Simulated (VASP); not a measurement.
A run of VASP 6.6.1 is set up as follows.

Contents of INCAR:

```
  PREC = Accurate
  ENCUT = 600
  EDIFF = 1E-8
  ISMEAR = -1
  SIGMA = 0.05
  LREAL = F
  LASPH = T
  NELM = 60
  ALGO = Normal
  ISIF = 3
  LWAVE = F
  LCHARG = F
  IBRION = 6
  NFREE = 2
  POTIM = 0.015
  NSW = 1
```

The input KPOINTS:

```
regular mesh
0
Gamma
  6 6 6
```

The input POSCAR:

```
GaAs
1.0
    0.0000000000      2.8268500000      2.8268500000
    2.8268500000      0.0000000000      2.8268500000
    2.8268500000      2.8268500000      0.0000000000
As Ga
1 1
Direct
    0.7500000000      0.7500000000      0.7500000000
    0.0000000000      0.0000000000      0.0000000000
```

Potentials or basis: VASP PAW LDA potentials, release 64 (As, Ga_d).

The run is started by

```sh
$ cat potpaw_LDA.64/As/POTCAR potpaw_LDA.64/Ga_d/POTCAR > POTCAR
$ mpirun -np 1 vasp_std > vasp.out
```

Task: Predict the elastic constants C11, C12, C44.

Result: 110, 46, 56 GPa.

Task: What does it give for the Voigt bulk modulus?

Result: 67 GPa.

Task: Predict the highest phonon frequency at Γ, LO-TO splitting left out.

Result: 262 cm⁻¹.

Phonon frequencies in cm⁻¹ (negative: imaginary):
```
              q point        frequencies
(0.000, 0.000, 0.000)  0 0 0 262 262 262
```

Caveat: the cell is under stress, which shifts elastic constants.
